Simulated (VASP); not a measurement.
Write the native input for VASP 6.6.1 that does the following.

* Task: single point
* Functional: PBE
* Potentials or basis: VASP PAW PBE potentials, release 64 (Re, F)
* Cutoff: 520 eV
* k mesh: 10 × 10 × 10
* Occupations: gaussian, width 0.1 eV
* Spin: collinear spin
* Starting moments: [1.37, 0.0, 0.0, 0.0, 0.18] μB
* Dipole correction: no
* Further INCAR settings: ALGO = Normal; EDIFF = 1e-06; NBANDS = 30

The structure of ReF4 lies in POSCAR:

```
ReF4
1.0
    3.9316911135      0.0000000000      0.0000000000
    0.0000000000      3.9316911135      0.0000000000
    0.0000000000      0.0000000000      3.9316911135
Re F
1 4
Direct
    0.0000000000      0.0000000000      0.0000000000
    0.5000000000      0.0000000000      0.0000000000
    0.0000000000      0.5000000000      0.0000000000
    0.0000000000      0.0000000000      0.5000000000
    0.5000000000      0.5000000000      0.5000000000
```

The cell was built from a structure type or drawn by symmetry, and may not be a known phase.

These files were run (other wordings do the same):

INCAR

```
PREC = Accurate
ENCUT = 520
EDIFF = 1E-6
ISMEAR = 0
SIGMA = 0.1
LREAL = F
LASPH = T
NELM = 150
ALGO = Normal
ISIF = 2
LWAVE = F
LCHARG = T
ISPIN = 2
MAGMOM = 1.37 0 0 0 0.18
LORBIT = 11
LMAXMIX = 4
GGA = PE
LELF = T
LVHAR = T
NBANDS = 30
```

KPOINTS

```
Automatic mesh
0
Gamma
  10 10 10
```

Potentials or basis: VASP PAW PBE potentials, release 64 (Re, F).

Launch:

```bash
$ cat potpaw_PBE.64/Re/POTCAR potpaw_PBE.64/F/POTCAR > POTCAR
$ mpirun -np 1 vasp_std > vasp.out
```

Results of the run:

| Quantity | Value |
| --- | --- |
| Pressure | 1.7 GPa |
| Net moment | 1.90 μB per cell |
| Site moments | Re +1.49; F +0.07, +0.11 (each value once) μB |
| Valence electrons inside the program's atomic spheres | Re 5.47; F 6.10, 6.02 (each value once) |

Run time: 3.6 min on 1 thread of Intel(R) Xeon(R) Platinum 8488C (Sapphire Rapids) (shared host), peak memory 0.28 GiB.
